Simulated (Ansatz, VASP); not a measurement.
# Two plane-wave programs on W

```
W
1.0
     0.00000    2.00249    2.00249
     2.00249    0.00000    2.00249
     2.00249    2.00249    0.00000
W
1
Cartesian
  0.0000 0.0000 0.0000
```

Alike in both runs: functional PBE; dispersion D3(BJ); k mesh 18 × 18 × 18; occupations gaussian, width 0.1 eV; no spin polarisation.

Ansatz relaxed the structure, and its values are those at the end. VASP's run is a single point on that final structure, the one shown.

|  | VASP | Ansatz |
| --- | --- | --- |
| version | VASP 6.6.1 | Ansatz 0.2.0 |
| potentials or method | VASP PAW PBE potentials, release 64 (W_sv), cutoff 500 eV | scalar-relativistic, plane waves, PAW |
| valence electrons in the cell | 14 | 14 |

VASP gave:

| Item | Value |
| --- | --- |
| gap on the k mesh at the Fermi level (eV) | none |
| pressure (GPa) | 0.7 |

Q: Which values does Ansatz return?

A: gap on the k mesh at the Fermi level (eV): none; pressure (GPa): 0.0.

A gap of «none» marks a metal or a gap that the smearing closes.

Spin-orbit coupling is off throughout.
